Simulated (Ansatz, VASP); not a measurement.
# One calculation of AlFe, two programs

```
Al Fe
1.0
     2.91000    0.00000    0.00000
     0.00000    2.91000    0.00000
     0.00000    0.00000    2.91000
Al Fe
1 1
Direct
  0.00000 0.00000 0.00000
  0.50000 0.50000 0.50000
```

Alike in both runs: task single point; functional PBE; k mesh 11 × 11 × 11; occupations fermi-dirac, width 0.1 eV; collinear spin.

|  | VASP | Ansatz |
| --- | --- | --- |
| version | VASP 6.6.1 | Ansatz 0.2.0 |
| potentials or method | VASP PAW PBE potentials, release 64 (Al, Fe), cutoff 520 eV | all-electron LAPW, scalar-relativistic |

```tsv
	VASP	Ansatz	Ansatz less VASP
pressure (GPa)	-5.7	-5.8	-0.06
net moment per atom (μB)	0.36	0.36	+0.001
size of the moment on the site where the two differ most (μB)	0.76	0.77	+0.014
```

Site moments also hang on the region over which each program counts them. Ansatz ran all-electron here, and VASP with PAW potentials.
